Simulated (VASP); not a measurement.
# ZrB in VASP: settings compared

The runs below take ZrB through single point, with PBE, LDA, PBEsol, RPBE.

All numbers are computed with VASP 6.6.1; they aren't measurements. Logs are shortened: lines on timing, memory, paths and dates and some standing lists are left out, and cuts for length are marked.

## Step 1: The cell of the first run

The structure is orthorhombic, space group Cmmm (No. 65). The conventional cell has a = 3.923 Å, b = 3.971 Å, c = 4.014 Å, α = 90.00°, β = 90.00°, γ = 90.00°. Zr (site symmetry mmm) has 4 B at 1.96 to 1.99 Å within 2.6 Å. B (site symmetry mmm) has 4 Zr at 1.96 to 1.99 Å within 2.6 Å.

## Step 2: Single point, PBE

The input, INCAR:

```
SYSTEM = ZrB
PREC = Accurate
ENCUT = 520
EDIFF = 1E-7
ISMEAR = 0
SIGMA = 0.012
LREAL = .FALSE.
LASPH = .TRUE.
NELM = 100
ALGO = Normal
ISIF = 2
LWAVE = .FALSE.
LCHARG = .FALSE.
GGA = PE
NBANDS = 14
```

The input, KPOINTS:

```
regular mesh
0
G
  10 10 7
  0 0 0
```

The input, POSCAR:

```
ZrB
1.0
    1.9614334600     -1.9857162700      0.0000000000
    1.9614334600      1.9857162700      0.0000000000
    0.0000000000      0.0000000000      4.0139456300
Zr B
1 1
Direct
    0.0000000000      0.0000000000      0.5000000000
    0.5000000000      0.5000000000      0.5000000000
```

Potentials or basis: VASP PAW PBE potentials, release 64 (Zr_sv, B).

Launch:

```sh
$ cat potpaw_PBE.64/Zr_sv/POTCAR potpaw_PBE.64/B/POTCAR > POTCAR
$ mpirun -np 1 vasp_std > vasp.out
```

OUTCAR:

```text
SYSTEM = ZrB
   PREC = Accurate
   ENCUT = 520
   EDIFF = 1E-7
   ISMEAR = 0
   LREAL = .FALSE.
   LASPH = .TRUE.
   NELM = 100
   ISIF = 2
   GGA = PE

 ion  position               nearest neighbor table
   1  0.000  0.000  0.500-   2 1.96   2 1.96   2 1.99   2 1.99
   2  0.500  0.500  0.500-   1 1.96   1 1.96   1 1.99   1 1.99

  LATTYP: Found a base centered orthorhombic cell.
 ALAT       =     3.9228669200
 B/A-ratio  =     1.0123801345
 C/A-ratio  =     1.0232173846

  Lattice vectors:

 A1 = (   1.9614334600,  -1.9857162700,   0.0000000000)
 A2 = (   1.9614334600,   1.9857162700,   0.0000000000)
 A3 = (   0.0000000000,   0.0000000000,   4.0139456300)

Analysis of symmetry for initial positions (statically):
=====================================================================
 Subroutine PRICEL returns:
 Original cell was already a primitive cell.

 Routine SETGRP: Setting up the symmetry group for a
 base centered orthorhombic supercell.

 Subroutine GETGRP returns: Found  8 space group operations
 (whereof  8 operations were pure point group operations)
 out of a pool of  8 trial point group operations.

The static configuration has the point symmetry D_2h.

Analysis of symmetry for dynamics (positions and initial velocities):
=====================================================================
 Subroutine PRICEL returns:
 Original cell was already a primitive cell.

 Routine SETGRP: Setting up the symmetry group for a
 base centered orthorhombic supercell.

 Subroutine GETGRP returns: Found  8 space group operations
 (whereof  8 operations were pure point group operations)
 out of a pool of  8 trial point group operations.

The dynamic configuration has the point symmetry D_2h.

 Subroutine INISYM returns: Found  8 space group operations
 (whereof  8 operations are pure point group operations),
 and found     1 'primitive' translations

----------------------------------------------------------------------------------------

                                     Primitive cell

  volume of cell :      31.2674

  direct lattice vectors                    reciprocal lattice vectors
     1.961433460 -1.985716270  0.000000000     0.254915606 -0.251798310  0.000000000
     1.961433460  1.985716270  0.000000000     0.254915606  0.251798310  0.000000000
     0.000000000  0.000000000  4.013945630     0.000000000  0.000000000  0.249131426

  length of vectors
     2.791109156  2.791109156  4.013945630     0.358307626  0.358307626  0.249131426

  position of ions in fractional coordinates (direct lattice)
     0.000000000  0.000000000  0.500000000
     0.500000000  0.500000000  0.500000000

  ion indices of the primitive-cell ions
   primitive index   ion index
                 1           1
[... 88 lines left out ...]
   ISMEAR =     0;   SIGMA  =   0.01  broadening in eV -4-tet -1-fermi 0-gaus
   EFERMI_NEDOS =   21; number of points for ismear=-14 and -15
   IALGO  =     38    algorithm
   IMIX   =      4    mixing-type and parameters
     AMIX     =   0.40;   BMIX     =  1.00
     AMIX_MAG =   1.60;   BMIX_MAG =  1.00
  volume/ion in A,a.u.               =      15.63       105.50
  Fermi-wavevector in a.u.,A,eV,Ry     =   1.281567  2.421810 22.346383  1.642413
  Thomas-Fermi vector in A             =   2.413929
   LORBIT       =      0    0 simple, 1 ext, 2 COOP (PROOUT), +10 PAW based schemes
   GGA     = PE    functional components
   LHFCALC =     F    Hartree Fock is set to
   AEXX    =    0.0000 exact exchange contribution
   IVDW    =     0    specifies the selected vdW correction
   LEPSILON=     F    determine dielectric tensor
   LRPA    =     F    only Hartree local field effects (RPA)
 non-spin polarized calculation
 Gauss-broadening in eV      SIGMA  =   0.01
  energy-cutoff  :      520.00
  volume of cell :       31.27
 maximum number of plane-waves:       872
 NGX is ok and might be reduce to    24
   NGX = 11   NGY = 11   NGZ = 15

 number of electron      15.0000001 magnetization

 Free energy of the ion-electron system (eV)
  ---------------------------------------------------
  ext. energy  EPLUGINS =         0.00000000
  ---------------------------------------------------
  free energy    TOTEN  =        -9.84596782 eV

  energy without entropy =       -9.84585629  energy(sigma->0) =       -9.84591205

 E-fermi :   7.1611     XC(G=0): -10.4053

 val. band max:        7.1484228109   @ k =  -0.4000   0.4000   0.4286
 cond. band min:       7.1671585372   @ k =   0.3000   0.2000   0.4286
 fundamental gap:      0.0187357263
 Fermi energy:         7.1611392528

 k-point     1 :       0.0000    0.0000    0.0000
  band No.  band energies     occupation
      1     -40.5053      2.00000
      2     -18.7571      2.00000
      3     -18.0684      2.00000
      4     -17.9739      2.00000
      5      -1.0586      2.00000
      6       4.8954      2.00000
      7       5.1184      2.00000
      8       7.3530      0.00000
      9      11.5410      0.00000
     10      11.8366      0.00000
     11      11.8583      0.00000
     12      11.9368      0.00000
     13      12.4818      0.00000
     14      19.3349      0.00000
[... 377 lines left out ...]
      1     -40.1004      2.00000
      2     -19.6774      2.00000
      3     -19.1205      2.00000
      4     -18.3698      2.00000
      5       0.3960      2.00000
      6       5.5957      2.00000
      7       6.4178      2.00000
      8       8.2367      0.00000
      9       8.6360      0.00000
     10       8.6746      0.00000
     11      13.0654      0.00000
     12      15.3362      0.00000
     13      16.5392      0.00000
     14      17.9746      0.00000

 [... further k-points ...]

------------------------ aborting loop because EDIFF is reached ----------------------------------------

  FORCE on cell =-STRESS in cart. coord.  units (eV):
  Direction    XX          YY          ZZ          XY          YZ          ZX
  --------------------------------------------------------------------------------------
  -------------------------------------------------------------------------------------
  Total       22.5997260     22.0296397      0.1294473     -0.0000000      0.0000000      0.0000000
  in kB     1158.0345065   1128.8226686      6.6330210     -0.0000000      0.0000000      0.0000000
  external PRESSURE =     764.4967320 kB  Pullay stress =       0.0000000 kB

 VOLUME and BASIS-vectors are now :
 -----------------------------------------------------------------------------
  energy-cutoff  :      520.00
  volume of cell :       31.27
      direct lattice vectors                 reciprocal lattice vectors
     1.961433460 -1.985716270  0.000000000     0.254915606 -0.251798310  0.000000000
     1.961433460  1.985716270  0.000000000     0.254915606  0.251798310  0.000000000
     0.000000000  0.000000000  4.013945630     0.000000000  0.000000000  0.249131426

 POSITION                                       TOTAL-FORCE (eV/Angst)
 -----------------------------------------------------------------------------------
      0.00000      0.00000      2.00697        -0.000000     -0.000000      0.000000
      1.96143      0.00000      2.00697         0.000000      0.000000      0.000000
 -----------------------------------------------------------------------------------
    total drift:                               -0.000000     -0.000000     -0.000000

  FREE ENERGIE OF THE ION-ELECTRON SYSTEM (eV)
  ---------------------------------------------------
  free  energy   TOTEN  =        -9.8459678180 eV

  energy  without entropy=       -9.8458562874  energy(sigma->0) =       -9.84591205
```

stdout:

```text
POSCAR found type information on POSCAR ZrB
 POSCAR found :  2 types and       2 ions
 scaLAPACK will be used
 LDA part: xc-table for (Slater+PW92), standard interpolation
 POSCAR, INCAR and KPOINTS ok, starting setup
 FFT: planning ... GRIDC
 FFT: planning ... GRID_SOFT
 FFT: planning ... GRID
 WAVECAR not read
 entering main loop
```

Run time: 1.9 min. Hardware: 1 thread of AMD EPYC 7R13, shared host; peak memory 0.16 GiB.

What came out:

- Free energy: -9.8460 eV
- Pressure: 76.4 GPa

## Step 3: Single point, LDA

This run uses another cell than the first one, of 16.16 Å³/atom, 1.034 times its volume.

The input, INCAR:

```
SYSTEM = ZrB
PREC = Accurate ; ENCUT = 520
EDIFF = 1E-6 ; ISMEAR = -1
SIGMA = 0.05 ; LREAL = .False.
LASPH = .True. ; NELM = 60
ALGO = Normal ; ISIF = 2
LWAVE = .False. ; LCHARG = .True.
GGA = CA ; LELF = .True.
LVHAR = .True. ; NBANDS = 14
```

The input, KPOINTS:

```
Automatic mesh
0
Gamma
  10 10 7
  0 0 0
```

The input, POSCAR:

```
ZrB
1.0
    2.3713242641     -2.3713296102      0.0000000000
    2.3713242641      2.3713296102      0.0000000000
    0.0000000000      0.0000000000      2.8745086979
Zr B
1 1
Direct
    0.0000000000      0.0000000000      0.5000000000
    0.5000000000      0.5000000000      0.5000000000
```

Potentials or basis: VASP PAW LDA potentials, release 64 (Zr_sv, B).

Launch:

```sh
$ cat potpaw_LDA.64/Zr_sv/POTCAR potpaw_LDA.64/B/POTCAR > POTCAR
$ mpirun -np 1 vasp_std > vasp.out
```

OUTCAR:

```text
SYSTEM = ZrB
   PREC = Accurate
   ENCUT = 520
   EDIFF = 1E-6
   ISMEAR = -1
   LREAL = .False.
   LASPH = .True.
   NELM = 60
   ISIF = 2
   GGA = CA

 ion  position               nearest neighbor table
   1  0.000  0.000  0.500-   2 2.37   2 2.37   2 2.37   2 2.37
   2  0.500  0.500  0.500-   1 2.37   1 2.37   1 2.37   1 2.37

  LATTYP: Found a simple tetragonal cell.
 ALAT       =     3.3535627153
 C/A-ratio  =     0.8571507206

  Lattice vectors:

 A1 = (   2.3713242641,  -2.3713296102,   0.0000000000)
 A2 = (   2.3713242641,   2.3713296102,   0.0000000000)
 A3 = (   0.0000000000,   0.0000000000,   2.8745086979)

Analysis of symmetry for initial positions (statically):
=====================================================================
 Subroutine PRICEL returns:
 Original cell was already a primitive cell.

 Routine SETGRP: Setting up the symmetry group for a
 simple tetragonal supercell.

 Subroutine GETGRP returns: Found 16 space group operations
 (whereof 16 operations were pure point group operations)
 out of a pool of 16 trial point group operations.

The static configuration has the point symmetry D_4h.

Analysis of symmetry for dynamics (positions and initial velocities):
=====================================================================
 Subroutine PRICEL returns:
 Original cell was already a primitive cell.

 Routine SETGRP: Setting up the symmetry group for a
 simple tetragonal supercell.

 Subroutine GETGRP returns: Found 16 space group operations
 (whereof 16 operations were pure point group operations)
 out of a pool of 16 trial point group operations.

The dynamic configuration has the point symmetry D_4h.

 Subroutine INISYM returns: Found 16 space group operations
 (whereof 16 operations are pure point group operations),
 and found     1 'primitive' translations

----------------------------------------------------------------------------------------

                                     Primitive cell

  volume of cell :      32.3278

  direct lattice vectors                    reciprocal lattice vectors
     2.371324264 -2.371329610  0.000000000     0.210852648 -0.210852172  0.000000000
     2.371324264  2.371329610  0.000000000     0.210852648  0.210852172  0.000000000
     0.000000000  0.000000000  2.874508698     0.000000000  0.000000000  0.347885536

  length of vectors
     3.353562715  3.353562715  2.874508698     0.298190338  0.298190338  0.347885536

  position of ions in fractional coordinates (direct lattice)
     0.000000000  0.000000000  0.500000000
     0.500000000  0.500000000  0.500000000

  ion indices of the primitive-cell ions
   primitive index   ion index
                 1           1
                 2           2

----------------------------------------------------------------------------------------

 KPOINTS: Automatic mesh

Automatic generation of k-mesh.
 Grid dimensions read from file:
 generate k-points for:   10   10    7

 Generating k-lattice:

  Cartesian coordinates                     Fractional coordinates (reciprocal lattice)
     0.021085265 -0.021085217  0.000000000     0.100000000  0.000000000  0.000000000
     0.021085265  0.021085217  0.000000000     0.000000000  0.100000000  0.000000000
     0.000000000  0.000000000  0.049697934     0.000000000  0.000000000  0.142857143
[... 40 lines left out ...]
   number of dos      NEDOS =    301   number of ions     NIONS =      2
   total plane-waves  NPLWV =  18816
   dimension x,y,z NGX =    28 NGY =   28 NGZ =   24
   dimension x,y,z NGXF=    56 NGYF=   56 NGZF=   48
   ions per type =               1   1
   NGX,Y,Z   is equivalent  to a cutoff of  13.88, 13.88, 13.88 a.u.
   NGXF,Y,Z  is equivalent  to a cutoff of  27.76, 27.76, 27.76 a.u.
 SYSTEM =  ZrB
   PREC   = accura    normal or accurate (medium, high low for compatibility)
   ISTART =      0    job   : 0-new  1-cont  2-samecut
   ICHARG =      2    charge: 1-file 2-atom 10-const
   ISPIN  =      1    spin polarized calculation?
   LNONCOLLINEAR =      F non collinear calculations
   LSORBIT =      F    spin-orbit coupling
   LASPH  =      T    aspherical Exc in radial PAW
   ENCUT  =  520.0 eV  38.22 Ry    6.18 a.u.   6.24  6.24  5.34*2*pi/ulx,y,z
   NELM   =     60;   NELMIN=  2; NELMDL= -5     # of ELM steps
   EDIFF  = 0.1E-05   stopping-criterion for ELM
   LREAL  =      F    real-space projection
   EDIFFG = 0.1E-04   stopping-criterion for IOM
   NSW    =      0    number of steps for IOM
   IBRION =     -1    ionic relax: 0-MD 1-quasi-New 2-CG
   NFREE  =      0    steps in history (QN), initial steepest desc. (CG)
   ISIF   =      2    stress and relaxation
   ISYM   =      2    0-nonsym 1-usesym 2-fastsym
   POTIM  = 0.5000    time-step for ionic-motion
   TEBEG  =    0.0;   TEEND  =   0.0 temperature during run
   PSTRESS=    0.0 pullay stress
   NELECT =      15.0000    total number of electrons
   NUPDOWN=      -1.0000    fix difference up-down
   EMIN   =  10.00;   EMAX   =-10.00  energy-range for DOS
   EFERMI =   0.00;   METHOD = LEGACY
   ISMEAR =    -1;   SIGMA  =   0.05  broadening in eV -4-tet -1-fermi 0-gaus
   EFERMI_NEDOS =   21; number of points for ismear=-14 and -15
   IALGO  =     38    algorithm
   IMIX   =      4    mixing-type and parameters
     AMIX     =   0.40;   BMIX     =  1.00
     AMIX_MAG =   1.60;   BMIX_MAG =  1.00
  volume/ion in A,a.u.               =      16.16       109.08
  Fermi-wavevector in a.u.,A,eV,Ry     =   1.267398  2.395035 21.855014  1.606298
  Thomas-Fermi vector in A             =   2.400548
   LORBIT       =      0    0 simple, 1 ext, 2 COOP (PROOUT), +10 PAW based schemes
   GGA     = CA    functional components
   LHFCALC =     F    Hartree Fock is set to
   AEXX    =    0.0000 exact exchange contribution
   IVDW    =     0    specifies the selected vdW correction
   LEPSILON=     F    determine dielectric tensor
   LRPA    =     F    only Hartree local field effects (RPA)
 non-spin polarized calculation
  energy-cutoff  :      520.00
  volume of cell :       32.33
 maximum number of plane-waves:       900
 NGX is ok and might be reduce to    28
   NGX = 13   NGY = 13   NGZ = 11

 number of electron      15.0000000 magnetization

 Free energy of the ion-electron system (eV)
  ---------------------------------------------------
  ext. energy  EPLUGINS =         0.00000000
  ---------------------------------------------------
  free energy    TOTEN  =       -15.22970969 eV

  energy without entropy =      -15.21434477  energy(sigma->0) =      -15.22202723

 E-fermi :   6.7253     XC(G=0): -11.1570

 val. band max:        6.7204618084   @ k =   0.2000   0.1000   0.2857
 cond. band min:       6.7477724239   @ k =   0.5000   0.5000   0.4286
 fundamental gap:      0.0273106155
 Fermi energy:         6.7252704668

 k-point     1 :       0.0000    0.0000    0.0000
  band No.  band energies     occupation
      1     -40.8842      2.00000
      2     -18.8842      2.00000
      3     -18.8841      2.00000
      4     -18.5853      2.00000
      5      -1.3309      2.00000
      6       5.3598      2.00000
      7       5.9390      2.00000
      8       8.9219      0.00000
      9       8.9219      0.00000
     10      10.1868      0.00000
     11      11.6165      0.00000
     12      12.0670      0.00000
     13      12.0670      0.00000
     14      16.5355      0.00000
[... 377 lines left out ...]
      1     -40.8424      2.00000
      2     -19.0054      2.00000
      3     -18.8410      2.00000
      4     -18.8369      2.00000
      5      -0.3994      2.00000
      6       5.5022      2.00000
      7       6.1508      1.99998
      8       6.8887      0.07339
      9       9.0056      0.00000
     10       9.5976      0.00000
     11      11.0634      0.00000
     12      12.6529      0.00000
     13      13.5989      0.00000
     14      17.8431      0.00000

 [... further k-points ...]

------------------------ aborting loop because EDIFF is reached ----------------------------------------

  FORCE on cell =-STRESS in cart. coord.  units (eV):
  Direction    XX          YY          ZZ          XY          YZ          ZX
  --------------------------------------------------------------------------------------
  -------------------------------------------------------------------------------------
  Total        0.0521506      0.0521508      0.0068535      0.0000000      0.0000000      0.0000000
  in kB        2.5845994      2.5846111      0.3396640      0.0000000      0.0000000      0.0000000
  external PRESSURE =       1.8362915 kB  Pullay stress =       0.0000000 kB

 VOLUME and BASIS-vectors are now :
 -----------------------------------------------------------------------------
  energy-cutoff  :      520.00
  volume of cell :       32.33
      direct lattice vectors                 reciprocal lattice vectors
     2.371324264 -2.371329610  0.000000000     0.210852648 -0.210852172  0.000000000
     2.371324264  2.371329610  0.000000000     0.210852648  0.210852172  0.000000000
     0.000000000  0.000000000  2.874508698     0.000000000  0.000000000  0.347885536

 POSITION                                       TOTAL-FORCE (eV/Angst)
 -----------------------------------------------------------------------------------
      0.00000      0.00000      1.43725        -0.000000      0.000000      0.000000
      2.37132      0.00000      1.43725         0.000000     -0.000000      0.000000
 -----------------------------------------------------------------------------------
    total drift:                               -0.000000     -0.000000      0.000000

  FREE ENERGIE OF THE ION-ELECTRON SYSTEM (eV)
  ---------------------------------------------------
  free  energy   TOTEN  =       -15.2297096865 eV

  energy  without entropy=      -15.2143447651  energy(sigma->0) =      -15.22202723
```

Run time: 66 s. Hardware: 1 thread of AMD EPYC 7R13, shared host; peak memory 0.13 GiB.

What came out:

```yaml
Free_energy: -15.2297 eV
Pressure: 0.2 GPa
```

Levels at points of the mesh, in eV from the Fermi level:
```tsv
k point	band 6	band 7	band 8	band 9	band 10	band 11
(0.00, 0.00, 0.00)	-1.37	-0.79	2.20	2.20	3.46	4.89
(0.50, 0.00, 0.00)	-3.97	-1.59	-0.95	2.48	5.14	5.54
(0.50, 0.50, 0.00)	-0.63	-0.50	-0.50	4.17	4.17	5.61
```

[end of part 1 of 2]
